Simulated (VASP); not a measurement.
Write the native input for VASP 6.6.1 that does the following.

```
Task                   : single point
Functional             : r2SCAN
Potentials or basis    : VASP PAW PBE potentials, release 64 (Pt)
Cutoff                 : 520 eV
k mesh                 : 24 × 24 × 24
Occupations            : fermi-dirac, width 0.05 eV
Spin                   : no spin polarisation
Dipole correction      : no
Further INCAR settings : ALGO = Normal; EDIFF = 1e-06; NBANDS = 11
```

Pt:

```xyz
1
Lattice="0.0000 1.9654 1.9654 1.9654 0.0000 1.9654 1.9654 1.9654 0.0000" Properties=species:S:1:pos:R:3 pbc="T T T"
Pt    0.0000    0.0000    0.0000
```

One way to write it, as run:

POSCAR

```
Pt
1.0
    0.0000000000      1.9654001111      1.9654001111
    1.9654001111      0.0000000000      1.9654001111
    1.9654001111      1.9654001111      0.0000000000
Pt
1
Direct
    0.0000000000      0.0000000000      0.0000000000
```

INCAR.step1

```
SYSTEM = Pt
PREC = Accurate ; ENCUT = 520
ISMEAR = -1 ; SIGMA = 0.05
LREAL = .FALSE. ; LASPH = .TRUE.
NELM = 100 ; NBANDS = 11
GGA = PE ; ALGO = Normal
EDIFF = 1E-4 ; LWAVE = .TRUE.
LCHARG = .FALSE.
```

INCAR.step2

```
SYSTEM = Pt
PREC = Accurate ; ENCUT = 520
EDIFF = 1E-6 ; ISMEAR = -1
SIGMA = 0.05 ; LREAL = .FALSE.
LASPH = .TRUE. ; NELM = 100
ALGO = Normal ; ISIF = 2
LWAVE = .FALSE. ; LCHARG = .FALSE.
METAGGA = R2SCAN ; LMIXTAU = .TRUE.
NBANDS = 11 ; ISTART = 1
```

KPOINTS

```
Automatic mesh
0
G
  24 24 24
  0 0 0
```

Potentials or basis: VASP PAW PBE potentials, release 64 (Pt).

Command:

```bash
$ cat potpaw_PBE.64/Pt/POTCAR > POTCAR
$ cp INCAR.step1 INCAR
$ mpirun -np 1 vasp_std > vasp.out
$ cp INCAR.step2 INCAR
$ mpirun -np 1 vasp_std > vasp.out
```

It gave:

The pressure is 2.7 GPa and the band gap on the k mesh is zero (bands 5 and 6 overlap by 2.35 eV).

Caveat: the PAW data sets were made with another functional, which shifts forces and pressure a little; spin-orbit coupling is left out, which moves the levels of the heavy elements.

Run time: 73 s on 1 thread of Intel(R) Xeon(R) 6975P-C (Granite Rapids), on a shared host, peak memory 0.2 GiB.
